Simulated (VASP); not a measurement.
# Ga (P2_1/m) in VASP: notebook

The runs below take Ga through single point, with PBEsol.

All numbers are computed with VASP 6.6.1; they aren't measurements. Logs are shortened: lines on timing, memory, paths and dates and some standing lists are left out, and cuts for length are marked.

## (1) The cell of the first run

The structure is monoclinic, space group P2_1/m (No. 11). Conventional cell: a = 2.803 Å, b = 3.332 Å, c = 4.377 Å, α = 90.00°, β = 108.16°, γ = 90.00°. Within 3.5 Å of Ga (site symmetry m) lie 10 Ga at 2.63 to 3.33 Å.

## (2) Single point, PBEsol (strained)

Contents of INCAR:

```
SYSTEM = Ga
  ALGO = Normal
  EDIFF = 1E-7
  ENCUT = 520
  GGA = PS
  ISIF = 2
  ISMEAR = 0
  LASPH = .TRUE.
  LCHARG = .TRUE.
  LELF = .TRUE.
  LREAL = .FALSE.
  LVHAR = .TRUE.
  LWAVE = .FALSE.
  NBANDS = 20
  NELM = 100
  PREC = Accurate
  SIGMA = 0.1
```

Contents of KPOINTS:

```
k-points
0
G
  16 12 10
  0 0 0
```

Contents of POSCAR:

```
Ga
1.0
    2.8032333941      0.0000000000     -0.0030562643
    0.0000000000      3.3323752780      0.0000000000
   -1.3598172388      0.0000000000      4.1601404785
Ga
2
Direct
    0.9585967938      0.2500000000      0.2608000388
    0.0414032062      0.7500000000      0.7391999612
```

Potentials or basis: VASP PAW PBE potentials, release 64 (Ga_d).

Run with:

```bash
$ cat potpaw_PBE.64/Ga_d/POTCAR > POTCAR
$ mpirun -np 1 vasp_std > vasp.out
```

OUTCAR:

```text
SYSTEM = Ga
   EDIFF = 1E-7
   ENCUT = 520
   GGA = PS
   ISIF = 2
   ISMEAR = 0
   LASPH = .TRUE.
   LREAL = .FALSE.
   NELM = 100
   PREC = Accurate

 ion  position               nearest neighbor table
   1  0.959  0.250  0.261-   2 2.63   2 2.63   2 2.89   2 2.89
   2  0.041  0.750  0.739-   1 2.63   1 2.63   1 2.89   1 2.89

  LATTYP: Found a simple monoclinic cell.
 ALAT       =     2.8032350602
 B/A-ratio  =     1.1887605593
 C/A-ratio  =     1.5613182776
 COS(beta)  =    -0.3117277730

  Lattice vectors:

 A1 = (   2.8032333941,   0.0000000000,  -0.0030562643)
 A2 = (   0.0000000000,   3.3323752780,   0.0000000000)
 A3 = (  -1.3598172388,   0.0000000000,   4.1601404785)

Analysis of symmetry for initial positions (statically):
=====================================================================
 Subroutine PRICEL returns:
 Original cell was already a primitive cell.

 Routine SETGRP: Setting up the symmetry group for a
 simple monoclinic supercell.

 Subroutine GETGRP returns: Found  4 space group operations
 (whereof  2 operations were pure point group operations)
 out of a pool of  4 trial point group operations.

The static configuration has the point symmetry S_2 .
 The point group associated with its full space group is C_2h.

Analysis of symmetry for dynamics (positions and initial velocities):
=====================================================================
 Subroutine PRICEL returns:
 Original cell was already a primitive cell.

 Routine SETGRP: Setting up the symmetry group for a
 simple monoclinic supercell.

 Subroutine GETGRP returns: Found  4 space group operations
 (whereof  2 operations were pure point group operations)
 out of a pool of  4 trial point group operations.

The dynamic configuration has the point symmetry S_2 .
 The point group associated with its full space group is C_2h.

 Subroutine INISYM returns: Found  4 space group operations
 (whereof  2 operations are pure point group operations),
 and found     1 'primitive' translations

----------------------------------------------------------------------------------------

                                     Primitive cell

  volume of cell :      38.8478

  direct lattice vectors                    reciprocal lattice vectors
     2.803233394  0.000000000 -0.003056264     0.356858085  0.000000000  0.116645526
     0.000000000  3.332375278  0.000000000     0.000000000  0.300086250  0.000000000
    -1.359817239  0.000000000  4.160140478     0.000262167  0.000000000  0.240462192

  length of vectors
     2.803235060  3.332375278  4.376742136     0.375438239  0.300086250  0.240462335

  position of ions in fractional coordinates (direct lattice)
     0.958596794  0.250000000  0.260800039
     0.041403206  0.750000000  0.739199961

  ion indices of the primitive-cell ions
   primitive index   ion index
                 1           1
                 2           2

----------------------------------------------------------------------------------------

 KPOINTS: k-points

Automatic generation of k-mesh.
 Grid dimensions read from file:
 generate k-points for:   16   12   10

 Generating k-lattice:

  Cartesian coordinates                     Fractional coordinates (reciprocal lattice)
     0.022303630  0.000000000  0.007290345     0.062500000  0.000000000  0.000000000
     0.000000000  0.025007187  0.000000000     0.000000000  0.083333333  0.000000000
     0.000026217  0.000000000  0.024046219    -0.000000000  0.000000000  0.100000000

  Length of vectors
     0.023464890  0.025007187  0.024046234

  Shift w.r.t. Gamma in fractional coordinates (k-lattice)
     0.000000000  0.000000000  0.000000000

 Subroutine IBZKPT returns following result:
 ===========================================

 Found    574 irreducible k-points:

 Following reciprocal coordinates:
            Coordinates               Weight
  0.000000  0.000000  0.000000      1.000000
  0.062500  0.000000  0.000000      2.000000
  0.125000  0.000000  0.000000      2.000000
  0.187500  0.000000  0.000000      2.000000
  0.250000  0.000000  0.000000      2.000000
  0.312500  0.000000  0.000000      2.000000
[... 16 lines left out ...]
  0.250000  0.166667  0.000000      4.000000
  0.312500  0.166667  0.000000      4.000000
 [... further k-points ...]
   k-points           NKPTS =    574   k-points in BZ     NKDIM =    574   number of bands    NBANDS=     20
   number of dos      NEDOS =    301   number of ions     NIONS =      2
   total plane-waves  NPLWV =  24192
   dimension x,y,z NGX =    24 NGY =   28 NGZ =   36
   dimension x,y,z NGXF=    48 NGYF=   56 NGZF=   72
   ions per type =               2
   NGX,Y,Z   is equivalent  to a cutoff of  14.23, 13.97, 13.67 a.u.
   NGXF,Y,Z  is equivalent  to a cutoff of  28.47, 27.94, 27.35 a.u.
 SYSTEM =  Ga
   PREC   = accura    normal or accurate (medium, high low for compatibility)
   ISTART =      0    job   : 0-new  1-cont  2-samecut
   ICHARG =      2    charge: 1-file 2-atom 10-const
   ISPIN  =      1    spin polarized calculation?
   LNONCOLLINEAR =      F non collinear calculations
   LSORBIT =      F    spin-orbit coupling
   LASPH  =      T    aspherical Exc in radial PAW
   ENCUT  =  520.0 eV  38.22 Ry    6.18 a.u.   5.21  6.20  8.14*2*pi/ulx,y,z
   NELM   =    100;   NELMIN=  2; NELMDL= -5     # of ELM steps
   EDIFF  = 0.1E-06   stopping-criterion for ELM
   LREAL  =      F    real-space projection
   EDIFFG = 0.1E-05   stopping-criterion for IOM
   NSW    =      0    number of steps for IOM
   IBRION =     -1    ionic relax: 0-MD 1-quasi-New 2-CG
   NFREE  =      0    steps in history (QN), initial steepest desc. (CG)
   ISIF   =      2    stress and relaxation
   ISYM   =      2    0-nonsym 1-usesym 2-fastsym
   POTIM  = 0.5000    time-step for ionic-motion
   TEBEG  =    0.0;   TEEND  =   0.0 temperature during run
   PSTRESS=    0.0 pullay stress
   NELECT =      26.0000    total number of electrons
   NUPDOWN=      -1.0000    fix difference up-down
   EMIN   =  10.00;   EMAX   =-10.00  energy-range for DOS
   EFERMI =   0.00;   METHOD = LEGACY
   ISMEAR =     0;   SIGMA  =   0.10  broadening in eV -4-tet -1-fermi 0-gaus
   EFERMI_NEDOS =   21; number of points for ismear=-14 and -15
   IALGO  =     38    algorithm
   IMIX   =      4    mixing-type and parameters
     AMIX     =   0.40;   BMIX     =  1.00
     AMIX_MAG =   1.60;   BMIX_MAG =  1.00
  volume/ion in A,a.u.               =      19.42       131.08
  Fermi-wavevector in a.u.,A,eV,Ry     =   1.432003  2.706093 27.900537  2.050632
  Thomas-Fermi vector in A             =   2.551678
   LORBIT       =      0    0 simple, 1 ext, 2 COOP (PROOUT), +10 PAW based schemes
   GGA     = PS    functional components
   LHFCALC =     F    Hartree Fock is set to
   AEXX    =    0.0000 exact exchange contribution
   IVDW    =     0    specifies the selected vdW correction
   LEPSILON=     F    determine dielectric tensor
   LRPA    =     F    only Hartree local field effects (RPA)
 non-spin polarized calculation
 Gauss-broadening in eV      SIGMA  =   0.10
  energy-cutoff  :      520.00
  volume of cell :       38.85
 maximum number of plane-waves:      1064
 NGX is ok and might be reduce to    24
   NGX = 11   NGY = 13   NGZ = 17

 number of electron      26.0000007 magnetization

 Free energy of the ion-electron system (eV)
  ---------------------------------------------------
  ext. energy  EPLUGINS =         0.00000000
  ---------------------------------------------------
  free energy    TOTEN  =        -6.58329368 eV

  energy without entropy =       -6.57926152  energy(sigma->0) =       -6.58127760

 E-fermi :   5.0496     XC(G=0): -10.9613

 val. band max:        5.0422690897   @ k =   0.5000   0.2500   0.0000
 cond. band min:       5.0506986929   @ k =  -0.3750   0.3333   0.2000
 fundamental gap:      0.0084296032
 Fermi energy:         5.0495806686

 k-point     1 :       0.0000    0.0000    0.0000
  band No.  band energies     occupation
      1     -10.0160      2.00000
      2      -9.9918      2.00000
      3      -9.9731      2.00000
      4      -9.9085      2.00000
      5      -9.6732      2.00000
      6      -9.6354      2.00000
[... 12 lines left out ...]
     19      15.9505      0.00000
     20      17.5779      0.00000

 k-point     2 :       0.0625    0.0000    0.0000
  band No.  band energies     occupation
      1     -10.0147      2.00000
      2      -9.9835      2.00000
      3      -9.9691      2.00000
      4      -9.8970      2.00000
      5      -9.6802      2.00000
      6      -9.6427      2.00000
[... 12 lines left out ...]
     19      15.9393      0.00000
     20      18.5503      0.00000

 k-point     3 :       0.1250    0.0000    0.0000
  band No.  band energies     occupation
      1     -10.0110      2.00000
      2      -9.9610      2.00000
      3      -9.9593      2.00000
      4      -9.8652      2.00000
      5      -9.7001      2.00000
      6      -9.6601      2.00000
[... 12 lines left out ...]
     19      15.9749      0.00000
     20      18.9580      0.00000

 k-point     4 :       0.1875    0.0000    0.0000
  band No.  band energies     occupation
      1     -10.0059      2.00000
      2      -9.9472      2.00000
      3      -9.9302      2.00000
      4      -9.8282      2.00000
      5      -9.7296      2.00000
      6      -9.6723      2.00000
[... 12 lines left out ...]
     19      16.0592      0.00000
     20      19.5640      0.00000

 k-point     5 :       0.2500    0.0000    0.0000
  band No.  band energies     occupation
      1     -10.0007      2.00000
      2      -9.9339      2.00000
      3      -9.9008      2.00000
      4      -9.8196      2.00000
      5      -9.7639      2.00000
      6      -9.6636      2.00000
[... 12 lines left out ...]
     19      16.1939      0.00000
     20      20.2181      0.00000
[... 353 lines left out ...]
      6      -9.6789      2.00000
[... 12 lines left out ...]
     19      14.3209      0.00000
     20      20.4569      0.00000

 k-point    22 :       0.1875    0.1667    0.0000
  band No.  band energies     occupation
      1      -9.9906      2.00000
      2      -9.9095      2.00000
      3      -9.9070      2.00000
      4      -9.8166      2.00000
      5      -9.7384      2.00000
      6      -9.6929      2.00000
[... 12 lines left out ...]
     19      14.8186      0.00000
     20      18.9233      0.00000

 k-point    23 :       0.2500    0.1667    0.0000
  band No.  band energies     occupation
      1      -9.9847      2.00000
      2      -9.8950      2.00000
      3      -9.8781      2.00000
      4      -9.8131      2.00000
      5      -9.7599      2.00000
      6      -9.6919      2.00000
[... 12 lines left out ...]
     19      15.5131      0.00000
     20      17.3023      0.00000

 k-point    24 :       0.3125    0.1667    0.0000
  band No.  band energies     occupation
      1      -9.9799      2.00000
      2      -9.8842      2.00000
      3      -9.8596      2.00000
      4      -9.8358      2.00000
      5      -9.7863      2.00000
      6      -9.7003      2.00000
[... 12 lines left out ...]
     19      15.7647      0.00000
     20      16.6646      0.00000

 [... further k-points ...]
[... 5 lines left out ...]
  --------------------------------------------------------------------------------------
  -------------------------------------------------------------------------------------
  Total       -1.0714676     -0.4673233     -0.6025016      0.0000000      0.0000000      0.0510312
  in kB      -44.1899265    -19.2735470    -24.8486288      0.0000000      0.0000000      2.1046486
  external PRESSURE =     -29.4373674 kB  Pullay stress =       0.0000000 kB

 VOLUME and BASIS-vectors are now :
 -----------------------------------------------------------------------------
  energy-cutoff  :      520.00
  volume of cell :       38.85
      direct lattice vectors                 reciprocal lattice vectors
     2.803233394  0.000000000 -0.003056264     0.356858085  0.000000000  0.116645526
     0.000000000  3.332375278  0.000000000     0.000000000  0.300086250  0.000000000
    -1.359817239  0.000000000  4.160140478     0.000262167  0.000000000  0.240462192

 POSITION                                       TOTAL-FORCE (eV/Angst)
 -----------------------------------------------------------------------------------
      2.33253      0.83309      1.08204         0.119248      0.000000     -0.623275
     -0.88911      2.49928      3.07505        -0.119248     -0.000000      0.623275
 -----------------------------------------------------------------------------------
    total drift:                                0.000000      0.000000      0.000000

  FREE ENERGIE OF THE ION-ELECTRON SYSTEM (eV)
  ---------------------------------------------------
  free  energy   TOTEN  =        -6.5832936840 eV

  energy  without entropy=       -6.5792615230  energy(sigma->0) =       -6.58127760
```

It took 4.5 min on 1 thread of Intel Xeon Platinum 8488C (Sapphire Rapids), shared host; peak memory 0.44 GiB.

Results:

```
Free energy            : -6.5833 eV
Pressure               : -2.9 GPa
Largest force          : 0.635 eV/Å
Band gap on the k mesh : zero (band 13 reaches 9.25 eV, above the bottom of band 14 at 0.90 eV)
```

Forces in eV/Å, atoms in the order of the input:
```
Ga   0.119  0.000 -0.623
Ga  -0.119  0.000  0.623
```

Caveat: the cell differs from its parent crystal (strained); the PAW data sets were made with another functional, which shifts forces and pressure a little.

## (3) Single point, PBEsol (strained and its atoms moved)

Contents of INCAR:

```
ALGO     = Normal         # electronic algorithm
EDIFF    = 1E-7           # SCF threshold, eV
ENCUT    = 520            # plane-wave cutoff, eV
GGA      = PS             # functional
ISIF     = 2              # what is computed and relaxed
ISMEAR   = 0              # smearing method
LASPH    = True           # aspherical terms in the spheres
LCHARG   = False          # write CHGCAR
LREAL    = False          # projectors in reciprocal space
LWAVE    = False          # write WAVECAR
NBANDS   = 20             # bands
NELM     = 100            # most SCF steps
PREC     = Accurate       # precision mode
SIGMA    = 0.1            # smearing width, eV
```

Contents of KPOINTS:

```
k-points
0
Gamma
  16 12 10
```

Contents of POSCAR:

```
Ga
1.0
    2.6980145498      0.0000000000     -0.0046399649
    0.0000000000      3.1467674848      0.0000000000
   -1.3112159588      0.0000000000      3.8997827576
Ga
2
Direct
    0.9020596029      0.2500000000      0.1827780139
    0.0979403971      0.7500000000      0.8172219861
```

Potentials or basis: VASP PAW PBE potentials, release 64 (Ga_d).

Run with:

```bash
$ cat potpaw_PBE.64/Ga_d/POTCAR > POTCAR
$ mpirun -np 1 vasp_std > vasp.out
```

OUTCAR:

```text
EDIFF = 1E-7
   ENCUT = 520
   GGA = PS
   ISIF = 2
   ISMEAR = 0
   LASPH = True
   LREAL = False
   NELM = 100
   PREC = Accurate

 ion  position               nearest neighbor table
   1  0.902  0.250  0.183-   2 2.35   2 2.35   2 2.71   2 2.71
   2  0.098  0.750  0.817-   1 2.35   1 2.35   1 2.71   1 2.71

  LATTYP: Found a simple monoclinic cell.
 ALAT       =     2.6980185396
 B/A-ratio  =     1.1663253749
 C/A-ratio  =     1.5249397061
 COS(beta)  =    -0.3203256309

  Lattice vectors:

 A1 = (   2.6980145498,   0.0000000000,  -0.0046399649)
 A2 = (   0.0000000000,   3.1467674848,   0.0000000000)
 A3 = (  -1.3112159588,   0.0000000000,   3.8997827576)

Analysis of symmetry for initial positions (statically):
=====================================================================
 Subroutine PRICEL returns:
 Original cell was already a primitive cell.

 Routine SETGRP: Setting up the symmetry group for a
 simple monoclinic supercell.

 Subroutine GETGRP returns: Found  4 space group operations
 (whereof  2 operations were pure point group operations)
 out of a pool of  4 trial point group operations.

[... 155 lines left out ...]

 Free energy of the ion-electron system (eV)
  ---------------------------------------------------
  ext. energy  EPLUGINS =         0.00000000
  ---------------------------------------------------
  free energy    TOTEN  =        -6.01306380 eV

  energy without entropy =       -6.00972249  energy(sigma->0) =       -6.01139314

 E-fermi :   6.6133     XC(G=0): -11.7197

 val. band max:        6.6118006205   @ k =   0.3750   0.5000   0.1000
 cond. band min:       6.6225870489   @ k =   0.2500   0.0000   0.2000
 fundamental gap:      0.0107864284
 Fermi energy:         6.6133370215

 k-point     1 :       0.0000    0.0000    0.0000
  band No.  band energies     occupation
      1      -8.9988      2.00000
      2      -8.9627      2.00000
      3      -8.8643      2.00000
      4      -8.7570      2.00000
      5      -8.4615      2.00000
      6      -8.4391      2.00000
[... 541 lines left out ...]
     19      18.2050      0.00000
     20      19.7249      0.00000

 [... further k-points ...]
[... 5 lines left out ...]
  --------------------------------------------------------------------------------------
  -------------------------------------------------------------------------------------
  Total        2.9913421      4.0462244      2.2735397      0.0000000      0.0000000     -1.1061058
  in kB      144.8366638    195.9126110    110.0816581      0.0000000      0.0000000    -53.5561185
  external PRESSURE =     150.2769776 kB  Pullay stress =       0.0000000 kB

 VOLUME and BASIS-vectors are now :
 -----------------------------------------------------------------------------
  energy-cutoff  :      520.00
  volume of cell :       33.09
      direct lattice vectors                 reciprocal lattice vectors
     2.698014550  0.000000000 -0.004639965     0.370857366  0.000000000  0.124692612
     0.000000000  3.146767485  0.000000000     0.000000000  0.317786428  0.000000000
    -1.311215959  0.000000000  3.899782758     0.000441246  0.000000000  0.256572899

 POSITION                                       TOTAL-FORCE (eV/Angst)
 -----------------------------------------------------------------------------------
      2.19411      0.78669      0.70861        -0.976550     -0.000000      2.771888
     -0.80731      2.36008      3.18653         0.976550      0.000000     -2.771888
 -----------------------------------------------------------------------------------
    total drift:                                0.000000     -0.000000     -0.000000

  FREE ENERGIE OF THE ION-ELECTRON SYSTEM (eV)
  ---------------------------------------------------
  free  energy   TOTEN  =        -6.0130637959 eV

  energy  without entropy=       -6.0097224885  energy(sigma->0) =       -6.01139314
```

Run time: 2.5 min. Hardware: 1 thread of Intel Xeon Platinum 8488C (Sapphire Rapids), shared host; peak memory 0.39 GiB.

Results:

| Item | Value |
| --- | --- |
| Free energy | -6.0131 eV |
| Pressure | 15.0 GPa |
| Largest force | 2.939 eV/Å |
| Band gap on the k mesh | zero (band 13 reaches 10.02 eV, above the bottom of band 14 at 2.74 eV) |

Forces in eV/Å, atoms in the order of the input:
```
Ga  -0.977  0.000  2.772
Ga   0.977  0.000 -2.772
```

Stress tensor (GPa, compression positive):
```
14.48  0.00 -5.36
 0.00 19.59  0.00
-5.36  0.00 11.01
```

Levels at points of the mesh, in eV from the Fermi level:
| k point | band 9 | band 10 | band 11 | band 12 | band 13 | band 14 | band 15 | band 16 | band 17 | band 18 |
| --- | --- | --- | --- | --- | --- | --- | --- | --- | --- | --- |
| (0.00, 0.00, 0.00) | -14.89 | -14.67 | -12.55 | -1.87 | -1.46 | 1.73 | 5.77 | 8.74 | 10.75 | 11.99 |
| (0.50, 0.00, 0.00) | -14.85 | -14.67 | -7.06 | -6.00 | -1.53 | 0.74 | 6.26 | 7.48 | 9.71 | 9.76 |
| (0.00, 0.50, 0.00) | -14.83 | -14.83 | -8.53 | -8.53 | 1.25 | 1.25 | 3.88 | 3.88 | 11.93 | 11.93 |
| (0.50, 0.50, 0.00) | -14.84 | -14.84 | -3.46 | -3.46 | -1.87 | -1.87 | 3.10 | 3.10 | 4.24 | 4.24 |
| (0.00, 0.00, 0.50) | -14.86 | -14.76 | -11.23 | -7.92 | 3.08 | 6.73 | 6.93 | 7.12 | 7.62 | 10.29 |
| (0.50, 0.00, 0.50) | -14.87 | -14.78 | -6.88 | -6.23 | -1.67 | 0.73 | 7.35 | 8.12 | 8.32 | 9.41 |
| (0.00, 0.50, 0.50) | -14.84 | -14.84 | -7.17 | -7.17 | -3.87 | -3.87 | 11.06 | 11.06 | 13.51 | 13.51 |
| (0.50, 0.50, 0.50) | -14.79 | -14.79 | -3.26 | -3.26 | -2.03 | -2.03 | 2.21 | 2.21 | 5.18 | 5.18 |

Caveat: the cell differs from its parent crystal (strained and its atoms moved); the PAW data sets were made with another functional, which shifts forces and pressure a little.

[end of part 1 of 2]
